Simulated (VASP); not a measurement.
Input of a VASP 6.6.1 run:

The input INCAR:

```
SYSTEM = ZnBi3
PREC = Accurate
ENCUT = 520
EDIFF = 1E-6
ISMEAR = 0
SIGMA = 0.1
LREAL = .False.
LASPH = .True.
NELM = 80
ALGO = Fast
ISIF = 2
LWAVE = .False.
LCHARG = .False.
NBANDS = 36
```

The input KPOINTS:

```
Automatic mesh
0
Gamma
  10 10 10
  0 0 0
```

File POSCAR:

```
ZnBi3
1.0
    4.8691680055      0.0000000000      0.0000000000
    0.0000000000      4.8691680055      0.0000000000
    0.0000000000      0.0000000000      4.8691680055
Zn Bi
1 3
Direct
    0.0000000000      0.0000000000      0.0000000000
    0.0000000000      0.5000000000      0.5000000000
    0.5000000000      0.0000000000      0.5000000000
    0.5000000000      0.5000000000      0.0000000000
```

Potentials or basis: VASP PAW LDA potentials, release 64 (Zn, Bi_d).

Launch:

```bash
$ cat potpaw_LDA.64/Zn/POTCAR potpaw_LDA.64/Bi_d/POTCAR > POTCAR
$ mpirun -np 1 vasp_std > vasp.out
```

What does it give for the pressure?

-3.8 GPa.

Caveat: the cell differs from its parent crystal (functional LDA, strained).
